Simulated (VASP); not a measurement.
# SnH2Br2: relaxation of cell and atoms with PBE

SnH2Br2:

```
CELL_PARAMETERS angstrom
4.61639 0.00000 0.00000
-2.30820 3.99791 0.00000
0.00000 0.00000 7.47755
ATOMIC_POSITIONS crystal
Sn 0.00000 0.00000 0.00000
H 0.33333 0.66667 0.63010
H 0.66667 0.33333 0.36990
Br 0.33333 0.66667 0.24130
Br 0.66667 0.33333 0.75870
```

The cell was generated, and may not be a known phase.

| Quantity | Value |
| --- | --- |
| Program | VASP 6.6.1 |
| Task | relaxation of cell and atoms |
| Functional | PBE |
| Potentials or basis | VASP PAW PBE potentials, release 64 (Sn_d, H, Br) |
| Cutoff | 600 eV |
| k mesh | 6 × 6 × 4 |
| Occupations | gaussian, width 0.1 eV |
| Spin | no spin polarisation |
| Dipole correction | no |
| Further INCAR settings | ALGO = Normal; EDIFF = 1e-06; IBRION = 2; EDIFFG = -0.04; NSW = 90; ISIF = 3 |

The relaxed volume is 23.59 Å³/atom and the relaxed cell is a = 4.344 Å, b = 4.344 Å, c = 7.218 Å, α = 90.00°, β = 90.00°, γ = 120.00°. The space group after relaxing (to 0.1 Å) is P-3m1 (No. 164) and the energy gained by relaxing is 212.2 meV/atom. The ionic steps are 37, the pressure after relaxing is -0.2 GPa and the largest force after relaxing is 0.037 eV/Å. The band gap on the k mesh is zero (bands 15 and 16 overlap by 1.43 eV).

Forces in eV/Å, atoms in the order of the input:
```
Sn   0.000  0.000  0.000
H    0.000  0.000  0.037
H    0.000  0.000 -0.037
Br   0.000  0.000 -0.036
Br   0.000  0.000  0.036
```

The path:
| step | energy change (eV) | largest force (eV/Å) | pressure (GPa) | volume (Å³) |
| --- | --- | --- | --- | --- |
| 1 | 0.0000 | 0.3540 | -4.31 | 138.01 |
| 2 | -0.3398 | 0.2434 | -2.84 | 123.70 |
| 3 | -0.4731 | 0.3606 | -0.64 | 112.24 |
| 4 | -0.4768 | 0.4590 | -0.01 | 109.86 |
| 5 | -0.4769 | 0.4371 | -0.15 | 110.38 |
| 6 | -0.5101 | 0.4021 | -0.13 | 109.14 |
| 7 | -0.5918 | 0.2574 | 0.10 | 105.42 |
| 8 | -0.6289 | 0.2416 | 1.54 | 98.10 |
| 9 | -0.6387 | 0.2158 | 0.91 | 100.52 |
| 10 | -0.6648 | 0.2855 | -0.45 | 104.42 |
| 11 | -0.6654 | 0.2889 | -0.66 | 105.09 |
| 12 | -0.6854 | 0.3077 | -0.85 | 105.68 |
| 13 | -0.7364 | 0.3127 | -1.43 | 107.44 |
| 14 | -0.7630 | 0.3567 | -2.35 | 110.86 |
| 15 | -0.7659 | 0.3527 | -2.12 | 109.87 |
| 16 | -0.7834 | 0.3323 | -1.99 | 109.39 |
| 17 | -0.8281 | 0.2659 | -1.59 | 107.97 |
| 18 | -0.8770 | 0.0973 | -0.66 | 105.14 |
| 19 | -0.8797 | 0.0492 | -0.29 | 104.18 |
| 20 | -0.9025 | 0.0463 | -0.08 | 103.79 |
| 21 | -0.9561 | 0.0367 | 0.67 | 102.53 |
| 22 | -0.9609 | 0.0827 | 2.74 | 99.72 |
| 23 | -0.9782 | 0.0372 | 1.74 | 101.02 |
| 24 | -1.0026 | 0.0395 | 1.16 | 103.11 |
| 25 | -1.0220 | 0.1821 | 0.20 | 107.17 |
| 26 | -1.0221 | 0.1929 | 0.13 | 107.49 |
| 27 | -1.0267 | 0.1754 | 0.07 | 108.02 |
| 28 | -1.0371 | 0.1235 | -0.08 | 109.63 |
| 29 | -1.0442 | 0.0592 | -0.34 | 112.90 |
| 30 | -1.0483 | 0.0550 | 0.02 | 112.55 |
| 31 | -1.0489 | 0.0773 | 0.26 | 112.34 |
| 32 | -1.0525 | 0.0538 | 0.20 | 113.16 |
| 33 | -1.0579 | 0.0517 | 0.09 | 115.58 |
| 34 | -1.0581 | 0.0518 | 0.08 | 116.05 |
| 35 | -1.0597 | 0.0465 | -0.11 | 117.09 |
| 36 | -1.0600 | 0.0474 | -0.26 | 117.93 |
| 37 | -1.0609 | 0.0366 | -0.22 | 117.97 |

Final structure:
```yaml
crystal:
  lattice:
    - [4.34404, 0.00000, 0.00000]
    - [-2.17202, 3.76205, 0.00000]
    - [0.00000, 0.00000, 7.21834]
  atoms:
    - { symbol: Sn, position: [0.00000, 0.00000, 0.00000] }
    - { symbol: H, position: [0.33333, 0.66667, 0.78012] }
    - { symbol: H, position: [0.66667, 0.33333, 0.21988] }
    - { symbol: Br, position: [0.33333, 0.66667, 0.23022] }
    - { symbol: Br, position: [0.66667, 0.33333, 0.76978] }
```

Levels at points of the mesh, in eV from the Fermi level:
```tsv
k point	band 11	band 12	band 13	band 14	band 15	band 16	band 17	band 18	band 19
(0.00, 0.00, 0.00)	-3.34	-3.34	-3.06	-2.67	-2.20	-0.36	2.01	2.01	3.01
(0.50, 0.00, 0.00)	-4.17	-3.62	-3.34	-2.96	-0.58	0.57	2.72	3.04	3.25
(0.00, 0.00, 0.50)	-3.42	-3.31	-3.31	-2.20	-2.11	-0.46	1.97	1.97	2.98
(0.50, 0.00, 0.50)	-3.96	-3.43	-3.40	-3.21	-0.48	0.66	2.60	2.82	3.16
```

It took 19 min on 1 thread of Intel(R) Xeon(R) 6975P-C (Granite Rapids) (shared host), peak memory 0.37 GiB.

Caveat: spin-orbit coupling is left out, which moves the levels of the heavy elements; this functional lacks dispersion, which binds layers or chains, so the pressure and a relaxed spacing across them are unreliable.
